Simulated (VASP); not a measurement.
# AlNi (rocksalt type) (Fm-3m) in VASP: a series of runs

The runs below take AlNi (rocksalt type) through single point, relaxation of cell and atoms, with PBE.

Program: VASP 6.6.1. These are calculated values, not measurements. Logs are shortened: lines on timing, memory, paths and dates and some standing lists are left out, and cuts for length are marked.

## 1. The cell of the first run

The structure is cubic, space group Fm-3m (No. 225). The conventional cell has a = 4.859 Å, b = 4.859 Å, c = 4.859 Å, α = 90.00°, β = 90.00°, γ = 90.00°. Ni (site symmetry m-3m) has 6 Al at 2.43 Å within 3.2 Å. Within 3.2 Å of Al (site symmetry m-3m) lie 6 Ni at 2.43 Å.

## 2. Single point, PBE

Input file INCAR:

```
  PREC = Accurate
  ENCUT = 520
  EDIFF = 1E-7
  ISMEAR = -1
  SIGMA = 0.08
  LREAL = F
  LASPH = T
  NELM = 100
  ALGO = Normal
  ISIF = 2
  LWAVE = F
  LCHARG = F
  GGA = PE
  NBANDS = 14
```

Input file KPOINTS:

```
regular mesh
0
Gamma
  14 14 14
```

Input file POSCAR:

```
AlNi
1.0
    0.0000000000      2.4294864418      2.4294864418
    2.4294864418      0.0000000000      2.4294864418
    2.4294864418      2.4294864418      0.0000000000
Ni Al
1 1
Direct
    0.0000000000      0.0000000000      0.0000000000
    0.5000000000      0.5000000000      0.5000000000
```

Potentials or basis: VASP PAW PBE potentials, release 64 (Ni, Al).

Command:

```sh
$ cat potpaw_PBE.64/Ni/POTCAR potpaw_PBE.64/Al/POTCAR > POTCAR
$ mpirun -np 1 vasp_std > vasp.out
```

OUTCAR:

```text
PREC = Accurate
   ENCUT = 520
   EDIFF = 1E-7
   ISMEAR = -1
   LREAL = F
   LASPH = T
   NELM = 100
   ISIF = 2
   GGA = PE

 ion  position               nearest neighbor table
   1  0.000  0.000  0.000-   2 2.43   2 2.43   2 2.43   2 2.43   2 2.43   2 2.43
   2  0.500  0.500  0.500-   1 2.43   1 2.43   1 2.43   1 2.43   1 2.43   1 2.43

  LATTYP: Found a face centered cubic cell.
 ALAT       =     4.8589728836

  Lattice vectors:

 A1 = (   0.0000000000,   2.4294864418,   2.4294864418)
 A2 = (   2.4294864418,   0.0000000000,   2.4294864418)
 A3 = (   2.4294864418,   2.4294864418,   0.0000000000)

Analysis of symmetry for initial positions (statically):
=====================================================================
 Subroutine PRICEL returns:
 Original cell was already a primitive cell.

 Routine SETGRP: Setting up the symmetry group for a
 face centered cubic supercell.

 Subroutine GETGRP returns: Found 48 space group operations
 (whereof 48 operations were pure point group operations)
 out of a pool of 48 trial point group operations.

The static configuration has the point symmetry O_h .

Analysis of symmetry for dynamics (positions and initial velocities):
=====================================================================
 Subroutine PRICEL returns:
 Original cell was already a primitive cell.

 Routine SETGRP: Setting up the symmetry group for a
 face centered cubic supercell.

 Subroutine GETGRP returns: Found 48 space group operations
 (whereof 48 operations were pure point group operations)
 out of a pool of 48 trial point group operations.

The dynamic configuration has the point symmetry O_h .

 Subroutine INISYM returns: Found 48 space group operations
 (whereof 48 operations are pure point group operations),
 and found     1 'primitive' translations

----------------------------------------------------------------------------------------

                                     Primitive cell

  volume of cell :      28.6796

  direct lattice vectors                    reciprocal lattice vectors
     0.000000000  2.429486442  2.429486442    -0.205804812  0.205804812  0.205804812
     2.429486442  0.000000000  2.429486442     0.205804812 -0.205804812  0.205804812
     2.429486442  2.429486442  0.000000000     0.205804812  0.205804812 -0.205804812

  length of vectors
     3.435812676  3.435812676  3.435812676     0.356464391  0.356464391  0.356464391

  position of ions in fractional coordinates (direct lattice)
     0.000000000  0.000000000  0.000000000
     0.500000000  0.500000000  0.500000000

  ion indices of the primitive-cell ions
   primitive index   ion index
                 1           1
                 2           2

----------------------------------------------------------------------------------------

 KPOINTS: regular mesh

Automatic generation of k-mesh.
 Grid dimensions read from file:
 generate k-points for:   14   14   14

 Generating k-lattice:

  Cartesian coordinates                     Fractional coordinates (reciprocal lattice)
    -0.014700344  0.014700344  0.014700344     0.071428571  0.000000000  0.000000000
     0.014700344 -0.014700344  0.014700344     0.000000000  0.071428571  0.000000000
     0.014700344  0.014700344 -0.014700344     0.000000000  0.000000000  0.071428571

  Length of vectors
     0.025461742  0.025461742  0.025461742

  Shift w.r.t. Gamma in fractional coordinates (k-lattice)
     0.000000000  0.000000000  0.000000000

 Subroutine IBZKPT returns following result:
 ===========================================

 Found    104 irreducible k-points:

 Following reciprocal coordinates:
            Coordinates               Weight
  0.000000  0.000000  0.000000      1.000000
  0.071429  0.000000  0.000000      8.000000
  0.142857  0.000000  0.000000      8.000000
  0.214286  0.000000  0.000000      8.000000
  0.285714  0.000000  0.000000      8.000000
  0.357143  0.000000  0.000000      8.000000
[... 16 lines left out ...]
  0.214286  0.142857  0.000000     24.000000
  0.285714  0.142857  0.000000     24.000000
 [... further k-points ...]
   k-points           NKPTS =    104   k-points in BZ     NKDIM =    104   number of bands    NBANDS=     14
   number of dos      NEDOS =    301   number of ions     NIONS =      2
   total plane-waves  NPLWV =  21952
   dimension x,y,z NGX =    28 NGY =   28 NGZ =   28
   dimension x,y,z NGXF=    56 NGYF=   56 NGZF=   56
   ions per type =               1   1
   NGX,Y,Z   is equivalent  to a cutoff of  13.55, 13.55, 13.55 a.u.
   NGXF,Y,Z  is equivalent  to a cutoff of  27.10, 27.10, 27.10 a.u.
 SYSTEM =  unknown system
   PREC   = accura    normal or accurate (medium, high low for compatibility)
   ISTART =      0    job   : 0-new  1-cont  2-samecut
   ICHARG =      2    charge: 1-file 2-atom 10-const
   ISPIN  =      1    spin polarized calculation?
   LNONCOLLINEAR =      F non collinear calculations
   LSORBIT =      F    spin-orbit coupling
   LASPH  =      T    aspherical Exc in radial PAW
   ENCUT  =  520.0 eV  38.22 Ry    6.18 a.u.   6.39  6.39  6.39*2*pi/ulx,y,z
   NELM   =    100;   NELMIN=  2; NELMDL= -5     # of ELM steps
   EDIFF  = 0.1E-06   stopping-criterion for ELM
   LREAL  =      F    real-space projection
   EDIFFG = 0.1E-05   stopping-criterion for IOM
   NSW    =      0    number of steps for IOM
   IBRION =     -1    ionic relax: 0-MD 1-quasi-New 2-CG
   NFREE  =      0    steps in history (QN), initial steepest desc. (CG)
   ISIF   =      2    stress and relaxation
   ISYM   =      2    0-nonsym 1-usesym 2-fastsym
   POTIM  = 0.5000    time-step for ionic-motion
   TEBEG  =    0.0;   TEEND  =   0.0 temperature during run
   PSTRESS=    0.0 pullay stress
   NELECT =      13.0000    total number of electrons
   NUPDOWN=      -1.0000    fix difference up-down
   EMIN   =  10.00;   EMAX   =-10.00  energy-range for DOS
   EFERMI =   0.00;   METHOD = LEGACY
   ISMEAR =    -1;   SIGMA  =   0.08  broadening in eV -4-tet -1-fermi 0-gaus
   EFERMI_NEDOS =   21; number of points for ismear=-14 and -15
   IALGO  =     38    algorithm
   IMIX   =      4    mixing-type and parameters
     AMIX     =   0.40;   BMIX     =  1.00
     AMIX_MAG =   1.60;   BMIX_MAG =  1.00
  volume/ion in A,a.u.               =      14.34        96.77
  Fermi-wavevector in a.u.,A,eV,Ry     =   1.257568  2.376459 21.517304  1.581477
  Thomas-Fermi vector in A             =   2.391221
   LORBIT       =      0    0 simple, 1 ext, 2 COOP (PROOUT), +10 PAW based schemes
   GGA     = PE    functional components
   LHFCALC =     F    Hartree Fock is set to
   AEXX    =    0.0000 exact exchange contribution
   IVDW    =     0    specifies the selected vdW correction
   LEPSILON=     F    determine dielectric tensor
   LRPA    =     F    only Hartree local field effects (RPA)
 non-spin polarized calculation
  energy-cutoff  :      520.00
  volume of cell :       28.68
 maximum number of plane-waves:       785
 NGX is ok and might be reduce to    28
   NGX = 13   NGY = 13   NGZ = 13

 number of electron      12.9999998 magnetization

 Free energy of the ion-electron system (eV)
  ---------------------------------------------------
  ext. energy  EPLUGINS =         0.00000000
  ---------------------------------------------------
  free energy    TOTEN  =        -9.30417551 eV

  energy without entropy =       -9.28460108  energy(sigma->0) =       -9.29438830

 E-fermi :   7.7292     XC(G=0): -11.1233

 val. band max:        7.6886324409   @ k =  -0.4286   0.3571   0.1429
 cond. band min:       7.7402188051   @ k =  -0.3571   0.4286   0.2143
 fundamental gap:      0.0515863642
 Fermi energy:         7.7292285435

 k-point     1 :       0.0000    0.0000    0.0000
  band No.  band energies     occupation
      1      -2.0323      2.00000
      2       5.7039      2.00000
      3       5.7039      2.00000
      4       5.7039      2.00000
      5       5.7639      2.00000
      6       5.7639      2.00000
      7      14.4135      0.00000
      8      14.4135      0.00000
      9      14.4135      0.00000
     10      18.1924      0.00000
     11      18.1924      0.00000
     12      18.1924      0.00000
     13      19.3382      0.00000
     14      22.5822      0.00000

 k-point     2 :       0.0714    0.0000    0.0000
  band No.  band energies     occupation
      1      -1.9336      2.00000
      2       5.6699      2.00000
      3       5.7101      2.00000
      4       5.7101      2.00000
      5       5.7606      2.00000
      6       5.7606      2.00000
      7      13.6816      0.00000
      8      14.3728      0.00000
      9      14.3728      0.00000
     10      17.7808      0.00000
     11      18.3690      0.00000
     12      18.3690      0.00000
     13      20.3632      0.00000
     14      21.2151      0.00000

 k-point     3 :       0.1429    0.0000    0.0000
  band No.  band energies     occupation
      1      -1.6388      2.00000
      2       5.5653      2.00000
      3       5.6539      2.00000
      4       5.6539      2.00000
      5       5.8272      2.00000
      6       5.8272      2.00000
      7      12.1222      0.00000
      8      14.2826      0.00000
      9      14.2826      0.00000
     10      17.4122      0.00000
     11      18.7096      0.00000
     12      18.7096      0.00000
     13      20.0459      0.00000
     14      20.0459      0.00000
[... 324 lines left out ...]
 k-point    23 :       0.2143    0.1429    0.0000
  band No.  band energies     occupation
      1      -1.1547      2.00000
      2       5.4265      2.00000
      3       5.4641      2.00000
      4       5.7443      2.00000
      5       5.8610      2.00000
      6       5.9315      2.00000
      7      11.7158      0.00000
      8      12.5309      0.00000
      9      14.2291      0.00000
     10      15.8382      0.00000
     11      16.1861      0.00000
     12      20.1127      0.00000
     13      20.3007      0.00000
     14      22.4641      0.00000

 k-point    24 :       0.2857    0.1429    0.0000
  band No.  band energies     occupation
      1      -0.6128      2.00000
      2       5.2246      2.00000
      3       5.3550      2.00000
      4       5.6560      2.00000
      5       5.9764      2.00000
      6       6.0792      2.00000
      7      10.0913      0.00000
      8      12.2485      0.00000
      9      14.4068      0.00000
     10      14.6544      0.00000
     11      16.8589      0.00000
     12      20.0093      0.00000
     13      20.0577      0.00000
     14      22.7218      0.00000

 [... further k-points ...]

------------------------ aborting loop because EDIFF is reached ----------------------------------------

  FORCE on cell =-STRESS in cart. coord.  units (eV):
  Direction    XX          YY          ZZ          XY          YZ          ZX
  --------------------------------------------------------------------------------------
  -------------------------------------------------------------------------------------
  Total        0.0024246      0.0024246      0.0024246      0.0000000     -0.0000000      0.0000000
  in kB        0.1354517      0.1354517      0.1354517      0.0000000     -0.0000000      0.0000000
  external PRESSURE =       0.1354517 kB  Pullay stress =       0.0000000 kB

 VOLUME and BASIS-vectors are now :
 -----------------------------------------------------------------------------
  energy-cutoff  :      520.00
  volume of cell :       28.68
      direct lattice vectors                 reciprocal lattice vectors
     0.000000000  2.429486442  2.429486442    -0.205804812  0.205804812  0.205804812
     2.429486442  0.000000000  2.429486442     0.205804812 -0.205804812  0.205804812
     2.429486442  2.429486442  0.000000000     0.205804812  0.205804812 -0.205804812

 POSITION                                       TOTAL-FORCE (eV/Angst)
 -----------------------------------------------------------------------------------
      0.00000      0.00000      0.00000        -0.000000     -0.000000     -0.000000
      2.42949      2.42949      2.42949         0.000000      0.000000      0.000000
 -----------------------------------------------------------------------------------
    total drift:                               -0.000000     -0.000000      0.000000

  FREE ENERGIE OF THE ION-ELECTRON SYSTEM (eV)
  ---------------------------------------------------
  free  energy   TOTEN  =        -9.3041755129 eV

  energy  without entropy=       -9.2846010827  energy(sigma->0) =       -9.29438830
```

Wall time 26 s (1 thread of Intel Xeon 6975P-C, shared host); peak memory 0.18 GiB.

Results:

```yaml
Free_energy: -9.3042 eV
Pressure: 0.0 GPa
```

Levels at points of the mesh, in eV from the Fermi level:
```tsv
k point	band 4	band 5	band 6	band 7	band 8	band 9
(0.00, 0.00, 0.00)	-2.03	-1.97	-1.97	6.68	6.68	6.68
(0.50, 0.00, 0.00)	-2.45	-1.38	-1.38	-0.77	6.66	6.66
(0.50, 0.50, 0.00)	-1.67	-1.22	-1.22	-0.25	1.71	1.71
```

## 3. Single point, PBE (volume scaled by 1, to set the pressure)

Input file INCAR:

```
SYSTEM = AlNi
PREC = Accurate
ENCUT = 520
EDIFF = 1E-6
ISMEAR = -1
SIGMA = 0.08
LREAL = .FALSE.
LASPH = .TRUE.
NELM = 100
ALGO = Normal
ISIF = 2
LWAVE = .FALSE.
LCHARG = .TRUE.
GGA = PE
LELF = .TRUE.
LVHAR = .TRUE.
NBANDS = 14
```

Input file KPOINTS:

```
Automatic mesh
0
G
  14 14 14
  0 0 0
```

POSCAR is that of step 2.

Potentials or basis: VASP PAW PBE potentials, release 64 (Ni, Al).

Command:

```sh
$ cat potpaw_PBE.64/Ni/POTCAR potpaw_PBE.64/Al/POTCAR > POTCAR
$ mpirun -np 1 vasp_std > vasp.out
```

Run time: 32 s. Hardware: 1 thread of Intel Xeon 6975P-C, shared host; peak memory 0.19 GiB.

The run converged. Its results:

| Property | Result |
| --- | --- |
| Free energy | -9.3042 eV |
| Pressure | 0.0 GPa |

Levels at points of the mesh, in eV from the Fermi level:
```
           k point  band 2  band 3  band 4  band 5  band 6  band 7  band 8  band 9  band 10  band 11
(0.00, 0.00, 0.00)   -2.03   -2.03   -2.03   -1.97   -1.97    6.68    6.68    6.68    10.46    10.46
(0.50, 0.00, 0.00)   -5.28   -2.45   -2.45   -1.38   -1.38   -0.77    6.66    6.66     7.82     7.82
(0.50, 0.50, 0.00)   -3.43   -2.79   -1.67   -1.22   -1.22   -0.25    1.71    1.71     5.47     6.40
```

Caveat: the cell differs from its parent crystal (volume scaled by 1, to set the pressure).

(Part 1 of 2 ends here.)
